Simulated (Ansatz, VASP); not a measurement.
**BaZn2H6 in VASP and in Ansatz**

```
CELL_PARAMETERS angstrom
5.32719 0.00000 0.00000
0.00000 5.32719 0.00000
0.00000 0.00000 3.92163
ATOMIC_POSITIONS crystal
Ba 0.50000 0.50000 0.50000
Zn 0.00000 0.50000 0.00000
Zn 0.50000 0.00000 0.00000
H 0.00000 0.50000 0.50000
H 0.50000 0.00000 0.50000
H 0.25960 0.74040 0.00000
H 0.74040 0.25960 0.00000
H 0.25960 0.25960 0.00000
H 0.74040 0.74040 0.00000
```

Change from the starting cell: ordered vacancies on the A sites of perovskite (P4/mmm, No. 123).

Alike in both runs: functional PBE; k mesh 4 × 4 × 4; occupations gaussian, width 0.1 eV; no spin polarisation.

Ansatz relaxed the structure, and its values are those at the end. VASP's run is a single point on that final structure, the one shown.

```csv
,VASP,Ansatz
version,VASP 6.6.1,Ansatz 0.2.0
potentials or method,"VASP PAW PBE potentials, release 64 (Ba_sv, Zn, H), cutoff 520 eV","scalar-relativistic, plane waves, PAW"
valence electrons in the cell,40,40
```

VASP gave:

```
gap on the k mesh at the Fermi level (eV) : none
pressure (GPa)                            : 0.6
rms of the force components (eV/Å)        : 0.011
```

**Question.** What did Ansatz give for the same quantities?

**Answer.** gap on the k mesh at the Fermi level (eV): none; pressure (GPa): 0.0; rms of the force components (eV/Å): 0.003.

A gap of «none» marks a metal or a gap that the smearing closes.

The k mesh is coarse, so the values compare programs but aren't converged. Neither program's run includes spin-orbit coupling.
